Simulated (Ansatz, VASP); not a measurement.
## Sr: VASP beside Ansatz

INCAR

```
PREC = Accurate
ENCUT = 520
EDIFF = 1E-7
ISMEAR = 0
SIGMA = 0.1
LREAL = False
LASPH = True
NELM = 100
ALGO = Normal
ISIF = 2
LWAVE = False
LCHARG = False
GGA = PE
NBANDS = 11
```

Contents of KPOINTS:

```
Automatic mesh
0
Gamma
  10 10 10
```

File POSCAR:

```
Sr
1.0
   -2.4250000000      2.4250000000      2.4250000000
    2.4250000000     -2.4250000000      2.4250000000
    2.4250000000      2.4250000000     -2.4250000000
Sr
1
Direct
    0.0000000000      0.0309278351      0.0309278351
```

Input for Ansatz:

```yaml
crystal:
  lattice:
    - [-2.425, 2.425, 2.425]
    - [2.425, -2.425, 2.425]
    - [2.425, 2.425, -2.425]
  atoms:
    - { symbol: Sr, position: [0.0, 0.0309278351, 0.0309278351] }
basis:
  ecutwfc: 420
kpoints:
  mp_grid: { grid: [10, 10, 10] }
hamiltonian:
  xc: pbe
scf:
  occupations: { method: gaussian, width: 0.1 }
output:
  forces: true
  stress: true
  eigenvalues: true
```

Change from the starting cell: one atom moved.

Alike in both runs: task single point; functional PBE; k mesh 10 × 10 × 10; occupations gaussian, width 0.1 eV; no spin polarisation.

|  | VASP | Ansatz |
| --- | --- | --- |
| version | VASP 6.6.1 | Ansatz 0.2.0 |
| potentials or method | VASP PAW PBE potentials, release 64 (Sr_sv), cutoff 520 eV | scalar-relativistic, plane waves, PAW |
| valence electrons in the cell | 10 | 10 |

```tsv
	VASP	Ansatz	Ansatz less VASP
gap on the k mesh at the Fermi level (eV)	none	none	-
pressure (GPa)	-0.6	-0.6	0.00
```

A gap of «none» marks a metal or a gap that the smearing closes.
